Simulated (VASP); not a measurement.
# LaH3O3 (P6_3/m) in VASP: single point with PBEsol

Aim: the single point of LaH3O3 with PBEsol.

Everything below comes from runs of VASP 6.6.1. Logs are shortened: lines on timing, memory, paths and dates and some standing lists are left out, and cuts for length are marked.

## 1. The cell of the first run

Symmetry: P6_3/m, No. 176, hexagonal system. The conventional cell has a = 6.493 Å, b = 6.493 Å, c = 3.790 Å, α = 90.00°, β = 90.00°, γ = 120.00°. La (site symmetry -6) has 9 O at 2.53 to 2.56 Å and 12 H at 2.89 to 3.27 Å within 3.3 Å. Within 1.3 Å of H (site symmetry m) lie 1 O at 0.98 Å. Within 1.3 Å of O (site symmetry m) lie 1 H at 0.98 Å.

## 2. Single point, PBEsol

Contents of INCAR:

```
PREC = Accurate
ENCUT = 520
EDIFF = 1E-6
ISMEAR = 0
SIGMA = 0.02
LREAL = F
LASPH = T
NELM = 60
ALGO = Normal
ISIF = 2
LWAVE = F
LCHARG = F
GGA = PS
NBANDS = 45
```

Contents of KPOINTS:

```
regular mesh
0
Gamma
  6 6 6
```

Contents of POSCAR:

```
LaH3O3
1.0
    6.4933852450      0.0000000000      0.0000000000
   -3.2466926225      5.6234365787      0.0000000000
    0.0000000000      0.0000000000      3.7901357947
La H O
2 6 6
Direct
    0.3333333333      0.6666666667      0.2500000000
    0.6666666667      0.3333333333      0.7500000000
    0.2784721656      0.1379438001      0.2500000000
    0.1405283656      0.2784721656      0.7500000000
    0.8620561999      0.1405283656      0.2500000000
    0.7215278344      0.8620561999      0.7500000000
    0.8594716344      0.7215278344      0.2500000000
    0.1379438001      0.8594716344      0.7500000000
    0.3900672895      0.3087583412      0.2500000000
    0.0813089483      0.3900672895      0.7500000000
    0.6912416588      0.0813089483      0.2500000000
    0.6099327105      0.6912416588      0.7500000000
    0.9186910517      0.6099327105      0.2500000000
    0.3087583412      0.9186910517      0.7500000000
```

Potentials or basis: VASP PAW PBE potentials, release 64 (La, H, O).

Run with:

```sh
$ cat potpaw_PBE.64/La/POTCAR potpaw_PBE.64/H/POTCAR potpaw_PBE.64/O/POTCAR > POTCAR
$ mpirun -np 1 vasp_std > vasp.out
```

OUTCAR:

```text
PREC = Accurate
   ENCUT = 520
   EDIFF = 1E-6
   ISMEAR = 0
   LREAL = F
   LASPH = T
   NELM = 60
   ISIF = 2
   GGA = PS

 ion  position               nearest neighbor table
   1  0.333  0.667  0.250-  13 2.53  11 2.53   9 2.53  14 2.56  14 2.56  10 2.56  10 2.56  12 2.56
                            12 2.56
   2  0.667  0.333  0.750-  10 2.53  14 2.53  12 2.53  11 2.56  11 2.56  13 2.56  13 2.56   9 2.56
                             9 2.56
   3  0.278  0.138  0.250-   9 0.98
   4  0.141  0.278  0.750-  10 0.98
   5  0.862  0.141  0.250-  11 0.98
   6  0.722  0.862  0.750-  12 0.98
   7  0.859  0.722  0.250-  13 0.98
   8  0.138  0.859  0.750-  14 0.98
   9  0.390  0.309  0.250-   3 0.98   1 2.53   2 2.56   2 2.56
  10  0.081  0.390  0.750-   4 0.98   2 2.53   1 2.56   1 2.56
  11  0.691  0.081  0.250-   5 0.98   1 2.53   2 2.56   2 2.56
  12  0.610  0.691  0.750-   6 0.98   2 2.53   1 2.56   1 2.56
  13  0.919  0.610  0.250-   7 0.98   1 2.53   2 2.56   2 2.56
  14  0.309  0.919  0.750-   8 0.98   2 2.53   1 2.56   1 2.56

  LATTYP: Found a hexagonal cell.
 ALAT       =     6.4933852450
 C/A-ratio  =     0.5836918112

  Lattice vectors:

 A1 = (   6.4933852450,   0.0000000000,   0.0000000000)
 A2 = (  -3.2466926225,   5.6234365787,   0.0000000000)
 A3 = (   0.0000000000,   0.0000000000,   3.7901357947)

Analysis of symmetry for initial positions (statically):
=====================================================================
 Subroutine PRICEL returns:
 Original cell was already a primitive cell.

 Routine SETGRP: Setting up the symmetry group for a
 hexagonal supercell.

 Subroutine GETGRP returns: Found 12 space group operations
 (whereof  6 operations were pure point group operations)
 out of a pool of 24 trial point group operations.

The static configuration has the point symmetry S_6 .
 The point group associated with its full space group is C_6h.

Analysis of symmetry for dynamics (positions and initial velocities):
=====================================================================
 Subroutine PRICEL returns:
 Original cell was already a primitive cell.

 Routine SETGRP: Setting up the symmetry group for a
 hexagonal supercell.

 Subroutine GETGRP returns: Found 12 space group operations
 (whereof  6 operations were pure point group operations)
 out of a pool of 24 trial point group operations.

The dynamic configuration has the point symmetry S_6 .
 The point group associated with its full space group is C_6h.

 Subroutine INISYM returns: Found 12 space group operations
 (whereof  6 operations are pure point group operations),
 and found     1 'primitive' translations

----------------------------------------------------------------------------------------

                                     Primitive cell

  volume of cell :     138.3973

  direct lattice vectors                    reciprocal lattice vectors
     6.493385245  0.000000000  0.000000000     0.154002876  0.088913602  0.000000000
    -3.246692622  5.623436579  0.000000000     0.000000000  0.177827203  0.000000000
     0.000000000  0.000000000  3.790135795     0.000000000  0.000000000  0.263842789

  length of vectors
     6.493385245  6.493385245  3.790135795     0.177827203  0.177827203  0.263842789

  position of ions in fractional coordinates (direct lattice)
     0.333333333  0.666666667  0.250000000
     0.666666667  0.333333333  0.750000000
     0.278472166  0.137943800  0.250000000
     0.140528366  0.278472166  0.750000000
     0.862056200  0.140528366  0.250000000
     0.721527834  0.862056200  0.750000000
     0.859471634  0.721527834  0.250000000
     0.137943800  0.859471634  0.750000000
     0.390067290  0.308758341  0.250000000
     0.081308948  0.390067290  0.750000000
     0.691241659  0.081308948  0.250000000
     0.609932710  0.691241659  0.750000000
     0.918691052  0.609932710  0.250000000
     0.308758341  0.918691052  0.750000000

  ion indices of the primitive-cell ions
   primitive index   ion index
                 1           1
                 2           2
                 3           3
                 4           4
                 5           5
                 6           6
                 7           7
                 8           8
                 9           9
                10          10
                11          11
                12          12
                13          13
                14          14

----------------------------------------------------------------------------------------

 KPOINTS: regular mesh

Automatic generation of k-mesh.
 Grid dimensions read from file:
 generate k-points for:    6    6    6

 Generating k-lattice:

  Cartesian coordinates                     Fractional coordinates (reciprocal lattice)
     0.025667146  0.014818934  0.000000000     0.166666667  0.000000000  0.000000000
     0.000000000  0.029637867  0.000000000     0.000000000  0.166666667  0.000000000
     0.000000000  0.000000000  0.043973798     0.000000000  0.000000000  0.166666667

  Length of vectors
     0.029637867  0.029637867  0.043973798

  Shift w.r.t. Gamma in fractional coordinates (k-lattice)
     0.000000000  0.000000000  0.000000000

 Subroutine IBZKPT returns following result:
 ===========================================

 Found     32 irreducible k-points:

 Following reciprocal coordinates:
            Coordinates               Weight
  0.000000  0.000000  0.000000      1.000000
  0.166667 -0.000000  0.000000      6.000000
  0.333333  0.000000  0.000000      6.000000
  0.500000  0.000000  0.000000      3.000000
  0.166667  0.166667  0.000000      6.000000
  0.333333  0.166667  0.000000      6.000000
[... 16 lines left out ...]
 -0.333333  0.500000 -0.333333     12.000000
  0.333333  0.333333  0.333333      4.000000
 [... further k-points ...]
   k-points           NKPTS =     32   k-points in BZ     NKDIM =     32   number of bands    NBANDS=     45
   number of dos      NEDOS =    301   number of ions     NIONS =     14
   total plane-waves  NPLWV =  64512
   dimension x,y,z NGX =    48 NGY =   48 NGZ =   28
   dimension x,y,z NGXF=    96 NGYF=   96 NGZF=   56
   ions per type =               2   6   6
   NGX,Y,Z   is equivalent  to a cutoff of  12.29, 12.29, 12.28 a.u.
   NGXF,Y,Z  is equivalent  to a cutoff of  24.58, 24.58, 24.56 a.u.
 SYSTEM =  unknown system
   PREC   = accura    normal or accurate (medium, high low for compatibility)
   ISTART =      0    job   : 0-new  1-cont  2-samecut
   ICHARG =      2    charge: 1-file 2-atom 10-const
   ISPIN  =      1    spin polarized calculation?
   LNONCOLLINEAR =      F non collinear calculations
   LSORBIT =      F    spin-orbit coupling
   LASPH  =      T    aspherical Exc in radial PAW
   ENCUT  =  520.0 eV  38.22 Ry    6.18 a.u.  12.07 12.07  7.05*2*pi/ulx,y,z
   NELM   =     60;   NELMIN=  2; NELMDL= -5     # of ELM steps
   EDIFF  = 0.1E-05   stopping-criterion for ELM
   LREAL  =      F    real-space projection
   EDIFFG = 0.1E-04   stopping-criterion for IOM
   NSW    =      0    number of steps for IOM
   IBRION =     -1    ionic relax: 0-MD 1-quasi-New 2-CG
   NFREE  =      0    steps in history (QN), initial steepest desc. (CG)
   ISIF   =      2    stress and relaxation
   ISYM   =      2    0-nonsym 1-usesym 2-fastsym
   POTIM  = 0.5000    time-step for ionic-motion
   TEBEG  =    0.0;   TEEND  =   0.0 temperature during run
   PSTRESS=    0.0 pullay stress
   NELECT =      64.0000    total number of electrons
   NUPDOWN=      -1.0000    fix difference up-down
   EMIN   =  10.00;   EMAX   =-10.00  energy-range for DOS
   EFERMI =   0.00;   METHOD = LEGACY
   ISMEAR =     0;   SIGMA  =   0.02  broadening in eV -4-tet -1-fermi 0-gaus
   EFERMI_NEDOS =   21; number of points for ismear=-14 and -15
   IALGO  =     38    algorithm
   IMIX   =      4    mixing-type and parameters
     AMIX     =   0.40;   BMIX     =  1.00
     AMIX_MAG =   1.60;   BMIX_MAG =  1.00
  volume/ion in A,a.u.               =       9.89        66.71
  Fermi-wavevector in a.u.,A,eV,Ry     =   1.265976  2.392348 21.806003  1.602696
  Thomas-Fermi vector in A             =   2.399201
   LORBIT       =      0    0 simple, 1 ext, 2 COOP (PROOUT), +10 PAW based schemes
   GGA     = PS    functional components
   LHFCALC =     F    Hartree Fock is set to
   AEXX    =    0.0000 exact exchange contribution
   IVDW    =     0    specifies the selected vdW correction
   LEPSILON=     F    determine dielectric tensor
   LRPA    =     F    only Hartree local field effects (RPA)
 non-spin polarized calculation
 Gauss-broadening in eV      SIGMA  =   0.02
  energy-cutoff  :      520.00
  volume of cell :      138.40
 maximum number of plane-waves:      3758
   NGX = 25   NGY = 25   NGZ = 15

 number of electron      63.9999966 magnetization

 Free energy of the ion-electron system (eV)
  ---------------------------------------------------
  ext. energy  EPLUGINS =         0.00000000
  ---------------------------------------------------
  free energy    TOTEN  =       -89.47538727 eV

  energy without entropy =      -89.47538727  energy(sigma->0) =      -89.47538727

 E-fermi :   3.3442     XC(G=0): -10.1202

 val. band max:        3.1825606183   @ k =   0.0000   0.0000   0.0000
 cond. band min:       6.8506734579   @ k =   0.0000   0.0000   0.0000
 fundamental gap:      3.6681128397
 Fermi energy:         3.3441979571

 k-point     1 :       0.0000    0.0000    0.0000
  band No.  band energies     occupation
      1     -26.4639      2.00000
      2     -26.3557      2.00000
      3     -14.8639      2.00000
      4     -14.7459      2.00000
      5     -14.7459      2.00000
      6     -14.6683      2.00000
[... 36 lines left out ...]
     43       8.6581      0.00000
     44       8.7616      0.00000
[... 1040 lines left out ...]
      4     -15.0032      2.00000
      5     -14.8828      2.00000
      6     -14.3794      2.00000
[... 36 lines left out ...]
     43       8.7048      0.00000
     44       8.7182      0.00000

 [... further k-points ...]

 [bands above 44 left out]

------------------------ aborting loop because EDIFF is reached ----------------------------------------

  FORCE on cell =-STRESS in cart. coord.  units (eV):
  Direction    XX          YY          ZZ          XY          YZ          ZX
  --------------------------------------------------------------------------------------
  -------------------------------------------------------------------------------------
  Total        0.1106886      0.1106886     -0.2826231     -0.0000041      0.0000000      0.0000000
  in kB        1.2814035      1.2814035     -3.2718277     -0.0000476      0.0000000      0.0000000
  external PRESSURE =      -0.2363402 kB  Pullay stress =       0.0000000 kB

 VOLUME and BASIS-vectors are now :
 -----------------------------------------------------------------------------
  energy-cutoff  :      520.00
  volume of cell :      138.40
      direct lattice vectors                 reciprocal lattice vectors
     6.493385245  0.000000000  0.000000000     0.154002876  0.088913602  0.000000000
    -3.246692622  5.623436579  0.000000000     0.000000000  0.177827203  0.000000000
     0.000000000  0.000000000  3.790135795     0.000000000  0.000000000  0.263842789

 POSITION                                       TOTAL-FORCE (eV/Angst)
 -----------------------------------------------------------------------------------
     -0.00000      3.74896      0.94753         0.000000      0.000000      0.000000
      3.24669      1.87448      2.84260         0.000000      0.000000      0.000000
      1.36037      0.77572      0.94753        -0.022385     -0.140791      0.000000
      0.00839      1.56597      2.84260         0.110736     -0.089781      0.000000
      5.14141      0.79025      0.94753         0.133121      0.051009      0.000000
      1.88633      4.84772      2.84260         0.022385      0.140791      0.000000
      3.23830      4.05747      0.94753        -0.110736      0.089781      0.000000
     -1.89472      4.83318      2.84260        -0.133121     -0.051009      0.000000
      1.53041      1.73628      0.94753         0.013338      0.136193      0.000000
     -0.73846      2.19352      2.84260        -0.111278      0.079648     -0.000000
      4.22451      0.45724      0.94753        -0.124616     -0.056545      0.000000
      1.71628      3.88715      2.84260        -0.013338     -0.136193     -0.000000
      3.98515      3.42992      0.94753         0.111278     -0.079648     -0.000000
     -0.97782      5.16620      2.84260         0.124616      0.056545     -0.000000
 -----------------------------------------------------------------------------------
    total drift:                                0.000000     -0.000000      0.000000

  FREE ENERGIE OF THE ION-ELECTRON SYSTEM (eV)
  ---------------------------------------------------
  free  energy   TOTEN  =       -89.4753872674 eV

  energy  without entropy=      -89.4753872674  energy(sigma->0) =      -89.47538727
```

Wall time 2.1 min (1 thread of Intel Xeon 6975P-C (Granite Rapids), shared host); peak memory 0.34 GiB.

What came out:

| Item | Value |
| --- | --- |
| Free energy | -89.4754 eV |
| Pressure | 0.0 GPa |
| Largest force | 0.143 eV/Å |
| Band gap on the k mesh | 3.67 eV, direct |

Forces in eV/Å, atoms in the order of the input:
```
La   0.000  0.000  0.000
La   0.000  0.000  0.000
H   -0.022 -0.141  0.000
H    0.111 -0.090  0.000
H    0.133  0.051  0.000
H    0.022  0.141  0.000
H   -0.111  0.090  0.000
H   -0.133 -0.051  0.000
O    0.013  0.136  0.000
O   -0.111  0.080  0.000
O   -0.125 -0.057  0.000
O   -0.013 -0.136  0.000
O    0.111 -0.080  0.000
O    0.125  0.057  0.000
```

Stress tensor (GPa, compression positive):
```
 0.13  0.00  0.00
 0.00  0.13  0.00
 0.00  0.00 -0.33
```

Caveat: the PAW data sets were made with another functional, which shifts forces and pressure a little; spin-orbit coupling is left out, which moves the levels of the heavy elements.
